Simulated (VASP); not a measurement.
# Al2O3 (R-3c) in VASP: further runs, part 2 of 2

VASP 6.6.1. Earlier steps stand in the parts before.

## Step 4: Single point, PBEsol (volume 7.190 Å^3 an atom, c/a of the conventional cell 2.8759)

Input file INCAR:

```
PREC = Accurate
ENCUT = 520
EDIFF = 1E-6
ISMEAR = 0
SIGMA = 0.05
LREAL = False
LASPH = True
NELM = 60
ALGO = Normal
ISIF = 2
LWAVE = False
LCHARG = False
GGA = PS
NBANDS = 35
```

Input file KPOINTS:

```
Automatic mesh
0
Gamma
  6 6 6
```

Input file POSCAR:

```
Al2O3
1.0
    2.2121704251      1.2771971904      4.2413206170
   -2.2121704251      1.2771971904      4.2413206170
    0.0000000000     -2.5543943809      4.2413206170
Al O
4 6
Direct
    0.8520350473      0.8520350473      0.8520350473
    0.6479649527      0.6479649527      0.6479649527
    0.1479649527      0.1479649527      0.1479649527
    0.3520350473      0.3520350473      0.3520350473
    0.0558571577      0.4441428423      0.7500000000
    0.7500000000      0.0558571577      0.4441428423
    0.4441428423      0.7500000000      0.0558571577
    0.9441428423      0.5558571577      0.2500000000
    0.2500000000      0.9441428423      0.5558571577
    0.5558571577      0.2500000000      0.9441428423
```

On the command line:

```console
> cat potpaw_PBE.64/Al/POTCAR potpaw_PBE.64/O/POTCAR > POTCAR
> mpirun -np 1 vasp_std > vasp.out
```

It took 62 s on 1 thread of AMD EPYC 9R45 (Zen 5), shared host; peak memory 0.22 GiB.

The run converged. Its results:

| Item | Value |
| --- | --- |
| Free energy | -76.0832 eV |
| Pressure | 62.3 GPa |
| Largest force | 0.738 eV/Å |
| Band gap on the k mesh | 8.22 eV, direct |

Forces on the atoms (eV/Å):
```
Al   0.000  0.000 -0.738
Al   0.000  0.000  0.738
Al   0.000  0.000  0.738
Al   0.000  0.000 -0.738
O    0.277  0.000  0.000
O   -0.138  0.240  0.000
O   -0.138 -0.240  0.000
O   -0.277  0.000  0.000
O    0.138 -0.240  0.000
O    0.138  0.240  0.000
```

Stress tensor (GPa, compression positive):
```
73.26  0.00  0.00
 0.00 73.26  0.00
 0.00  0.00 40.26
```

Levels at points of the mesh, in eV from the valence-band top:
| k point | band 22 | band 23 | band 24 | band 25 | band 26 | band 27 |
| --- | --- | --- | --- | --- | --- | --- |
| (0.00, 0.00, 0.00) | -0.57 | 0.00 | 0.00 | 8.22 | 10.69 | 12.07 |
| (0.50, 0.00, 0.00) | -1.34 | -0.64 | -0.64 | 10.60 | 10.60 | 11.02 |
| (0.50, 0.50, 0.00) | -1.35 | -1.14 | -0.59 | 10.40 | 11.04 | 11.24 |
| (0.50, 0.50, 0.50) | -0.41 | -0.41 | -0.41 | 10.45 | 10.45 | 12.28 |

Caveat: the PAW data sets were made with another functional, which shifts forces and pressure a little.

## Step 5: Single point, PBEsol (volume 7.646 Å^3 an atom, c/a of the conventional cell 2.9538)

Input file INCAR:

```
SYSTEM = Al2O3
  ALGO = Normal
  EDIFF = 1E-7
  ENCUT = 520
  GGA = PS
  ISIF = 2
  ISMEAR = 0
  LASPH = .True.
  LCHARG = .False.
  LREAL = .False.
  LWAVE = .False.
  NBANDS = 35
  NELM = 80
  PREC = Accurate
  SIGMA = 0.05
```

Input file KPOINTS:

```
k-points
0
Gamma
  6 6 6
  0 0 0
```

Changes to POSCAR since step 4:

```diff
@@ -2,5 +2,5 @@
 1.0
-    2.2121704251      1.2771971904      4.2413206170
-   -2.2121704251      1.2771971904      4.2413206170
-    0.0000000000     -2.5543943809      4.2413206170
+    2.2379546472      1.2920837180      4.4069802914
+   -2.2379546472      1.2920837180      4.4069802914
+    0.0000000000     -2.5841674360      4.4069802914
 Al O
```

On the command line:

```console
> cat potpaw_PBE.64/Al/POTCAR potpaw_PBE.64/O/POTCAR > POTCAR
> mpirun -np 1 vasp_std > vasp.out
```

Wall time 73 s (1 thread of AMD EPYC 9R45 (Zen 5), shared host); peak memory 0.22 GiB.

Results (log left out):

```
Free energy            : -77.1740 eV
Pressure               : 36.8 GPa
Largest force          : 0.781 eV/Å
Band gap on the k mesh : 7.19 eV, direct
```

Forces on the atoms (eV/Å):
```
Al   0.000  0.000 -0.781
Al   0.000  0.000  0.781
Al   0.000  0.000  0.781
Al   0.000  0.000 -0.781
O    0.257  0.000  0.000
O   -0.128  0.222  0.000
O   -0.128 -0.222  0.000
O   -0.257  0.000  0.000
O    0.128 -0.222  0.000
O    0.128  0.222  0.000
```

Stress tensor (GPa, compression positive):
```
50.79  0.00  0.00
 0.00 50.79  0.00
 0.00  0.00  8.72
```

Levels at points of the mesh, in eV from the valence-band top:
| k point | band 20 | band 21 | band 22 | band 23 | band 24 | band 25 | band 26 | band 27 | band 28 | band 29 |
| --- | --- | --- | --- | --- | --- | --- | --- | --- | --- | --- |
| (0.00, 0.00, 0.00) | -0.86 | -0.63 | -0.63 | 0.00 | 0.00 | 7.19 | 10.34 | 11.07 | 11.07 | 11.48 |
| (0.50, 0.00, 0.00) | -1.71 | -1.30 | -1.30 | -0.70 | -0.70 | 9.83 | 9.83 | 10.08 | 10.08 | 12.34 |
| (0.50, 0.50, 0.00) | -1.76 | -1.41 | -1.34 | -1.10 | -0.65 | 10.07 | 10.33 | 10.66 | 11.03 | 11.03 |
| (0.50, 0.50, 0.50) | -2.76 | -0.35 | -0.35 | -0.35 | -0.35 | 9.82 | 9.82 | 11.49 | 11.49 | 12.70 |

Caveat: the PAW data sets were made with another functional, which shifts forces and pressure a little.

## Step 6: Single point, PBEsol (volume 7.646 Å^3 an atom, c/a of the conventional cell 2.8001)

Input file INCAR:

```
PREC = Accurate ; ENCUT = 520
EDIFF = 1E-6 ; ISMEAR = 0
SIGMA = 0.05 ; LREAL = False
LASPH = True ; NELM = 60
ALGO = Normal ; ISIF = 2
LWAVE = False ; LCHARG = True
GGA = PS ; LELF = True
LVHAR = True ; NBANDS = 35
```

Input file KPOINTS:

```
Automatic mesh
0
Gamma
  6 6 6
```

Changes to POSCAR since step 5:

```diff
@@ -2,5 +2,5 @@
 1.0
-    2.2379546472      1.2920837180      4.4069802914
-   -2.2379546472      1.2920837180      4.4069802914
-    0.0000000000     -2.5841674360      4.4069802914
+    2.2781752499      1.3153050938      4.2527456782
+   -2.2781752499      1.3153050938      4.2527456782
+    0.0000000000     -2.6306101876      4.2527456782
 Al O
```

Potentials or basis: VASP PAW PBE potentials, release 64 (Al, O).

On the command line:

```console
> cat potpaw_PBE.64/Al/POTCAR potpaw_PBE.64/O/POTCAR > POTCAR
> mpirun -np 1 vasp_std > vasp.out
```

OUTCAR:

```text
PREC = Accurate
   ENCUT = 520
   EDIFF = 1E-6
   ISMEAR = 0
   LREAL = False
   LASPH = True
   NELM = 60
   ISIF = 2
   GGA = PS

 ion  position               nearest neighbor table
   1  0.852  0.852  0.852-  10 1.79   8 1.79   9 1.79   5 1.91   7 1.91   6 1.91   2 2.60   3 2.67
                             3 2.67   3 2.67   2 3.10   2 3.10   2 3.10
   2  0.648  0.648  0.648-   9 1.79   8 1.79  10 1.79   5 1.91   7 1.91   6 1.91   1 2.60   4 2.67
                             4 2.67   4 2.67   1 3.10   1 3.10   1 3.10
   3  0.148  0.148  0.148-   7 1.79   5 1.79   6 1.79   8 1.91   9 1.91  10 1.91   4 2.60   1 2.67
[... 1142 lines left out ...]
  external PRESSURE =     353.9660829 kB  Pullay stress =       0.0000000 kB

 VOLUME and BASIS-vectors are now :
 -----------------------------------------------------------------------------
  energy-cutoff  :      520.00
  volume of cell :       76.46
      direct lattice vectors                 reciprocal lattice vectors
     2.278175250  1.315305094  4.252745678     0.219473897  0.126713313  0.078380735
    -2.278175250  1.315305094  4.252745678    -0.219473897  0.126713313  0.078380735
     0.000000000 -2.630610188  4.252745678     0.000000000 -0.253426627  0.078380735

 POSITION                                       TOTAL-FORCE (eV/Angst)
 -----------------------------------------------------------------------------------
      0.00000      0.00000     10.87047         0.000000     -0.000000     -0.321373
      0.00000      0.00000      8.26689         0.000000     -0.000000      0.321373
      0.00000      0.00000      1.88777         0.000000     -0.000000      0.321373
      0.00000      0.00000      4.49135         0.000000     -0.000000     -0.321373
     -0.88458     -1.31531      5.31593         0.176291     -0.000000      0.000000
      1.58138     -0.10842      5.31593        -0.088146      0.152673      0.000000
     -0.69680      1.42372      5.31593        -0.088146     -0.152673      0.000000
      0.88458      1.31531      7.44230        -0.176291     -0.000000      0.000000
     -1.58138      0.10842      7.44230         0.088146     -0.152673      0.000000
      0.69680     -1.42372      7.44230         0.088146      0.152673      0.000000
 -----------------------------------------------------------------------------------
    total drift:                               -0.000000      0.000000      0.000000

  FREE ENERGIE OF THE ION-ELECTRON SYSTEM (eV)
  ---------------------------------------------------
  free  energy   TOTEN  =       -77.6613965466 eV

  energy  without entropy=      -77.6613965466  energy(sigma->0) =      -77.66139655
```

OSZICAR:

```text
N       E                     dE             d eps       ncg     rms          rms(c)
DAV:   1     0.216708856169E+03    0.21671E+03   -0.25846E+04  2240   0.133E+03
DAV:   2    -0.745663878565E+02   -0.29128E+03   -0.28387E+03  2844   0.292E+02
DAV:   3    -0.853803391815E+02   -0.10814E+02   -0.10782E+02  2936   0.569E+01
DAV:   4    -0.854566231795E+02   -0.76284E-01   -0.76246E-01  2784   0.551E+00
DAV:   5    -0.854575039808E+02   -0.88080E-03   -0.88069E-03  2812   0.589E-01    0.176E+01
DAV:   6    -0.777663844574E+02    0.76911E+01   -0.24521E+01  2705   0.269E+01    0.648E+00
DAV:   7    -0.776905165628E+02    0.75868E-01   -0.98666E-01  2720   0.489E+00    0.334E+00
DAV:   8    -0.776627809436E+02    0.27736E-01   -0.74621E-02  2712   0.205E+00    0.682E-01
DAV:   9    -0.776612960249E+02    0.14849E-02   -0.21014E-02  2928   0.767E-01    0.356E-01
DAV:  10    -0.776614088853E+02   -0.11286E-03   -0.66295E-04  2497   0.154E-01    0.604E-02
DAV:  11    -0.776613959520E+02    0.12933E-04   -0.16072E-04  2840   0.731E-02    0.242E-02
DAV:  12    -0.776613965466E+02   -0.59453E-06   -0.45792E-06  2697   0.137E-02
   1 F= -.77661397E+02 E0= -.77661397E+02  d E =-.281744E-16
```

stdout:

```text
POSCAR found type information on POSCAR AlO
 POSCAR found :  2 types and      10 ions
 scaLAPACK will be used
 -----------------------------------------------------------------------------
|                                                                             |
|                                                                             |
|     You enforced a specific xc type in the INCAR file but a different       |
|     I HOPE YOU KNOW WHAT YOU ARE DOING!                                     |
|                                                                             |
 -----------------------------------------------------------------------------

 LDA part: xc-table for (Slater+PW92), standard interpolation
 POSCAR, INCAR and KPOINTS ok, starting setup
 FFT: planning ... GRIDC
 FFT: planning ... GRID_SOFT
 FFT: planning ... GRID
 WAVECAR not read
 entering main loop
```

Wall time 66 s (1 thread of AMD EPYC 9R45 (Zen 5), shared host); peak memory 0.22 GiB.

Results:

```yaml
Free_energy: -77.6614 eV
Pressure: 35.4 GPa
Largest_force: 0.321 eV/Å
Band_gap_on_the_k_mesh: 7.49 eV, direct
```

Forces in eV/Å, atoms in the order of the input:
```
Al   0.000  0.000 -0.321
Al   0.000  0.000  0.321
Al   0.000  0.000  0.321
Al   0.000  0.000 -0.321
O    0.176  0.000  0.000
O   -0.088  0.153  0.000
O   -0.088 -0.153  0.000
O   -0.176  0.000  0.000
O    0.088 -0.153  0.000
O    0.088  0.153  0.000
```

Levels at points of the mesh, in eV from the valence-band top:
| k point | band 20 | band 21 | band 22 | band 23 | band 24 | band 25 | band 26 | band 27 | band 28 | band 29 |
| --- | --- | --- | --- | --- | --- | --- | --- | --- | --- | --- |
| (0.00, 0.00, 0.00) | -0.62 | -0.62 | -0.23 | 0.00 | 0.00 | 7.49 | 10.00 | 11.93 | 11.99 | 11.99 |
| (0.50, 0.00, 0.00) | -1.53 | -1.13 | -1.13 | -0.44 | -0.44 | 10.24 | 10.24 | 10.65 | 10.65 | 12.30 |
| (0.50, 0.50, 0.00) | -1.59 | -1.22 | -1.04 | -1.03 | -0.40 | 10.06 | 10.66 | 10.84 | 11.44 | 11.79 |
| (0.50, 0.50, 0.50) | -2.43 | -0.39 | -0.39 | -0.39 | -0.39 | 9.77 | 9.77 | 11.81 | 11.81 | 13.31 |

Caveat: the PAW data sets were made with another functional, which shifts forces and pressure a little. A k mesh can miss the band edges.

## Step 7: Overview

```csv
cell,gap on the mesh (eV),pressure (GPa),largest force (eV/Å)
"a = 4.755 Å, angles 57.7°, 10 atoms",7.67,60.1,0.71
"a = 4.849 Å, angles 55.3°, 10 atoms",8.30,60.9,0.24
"a = 4.951 Å, angles 53.1°, 10 atoms",8.22,62.3,0.74
"a = 5.109 Å, angles 52.0°, 10 atoms",7.19,36.8,0.78
"a = 5.001 Å, angles 54.2°, 10 atoms",7.49,35.4,0.32
```

Alike in all rows: task single point; level PBEsol; potentials or basis VASP PAW PBE potentials, release 64 (Al, O); no spin polarisation; k mesh 6 × 6 × 6; cutoff (eV) 520; smearing gaussian 0.05 eV.

Caveats: the PAW data sets were made with another functional, which shifts forces and pressure a little.

Total energies depend on the potentials used, so only differences within one code and one set of settings carry meaning.
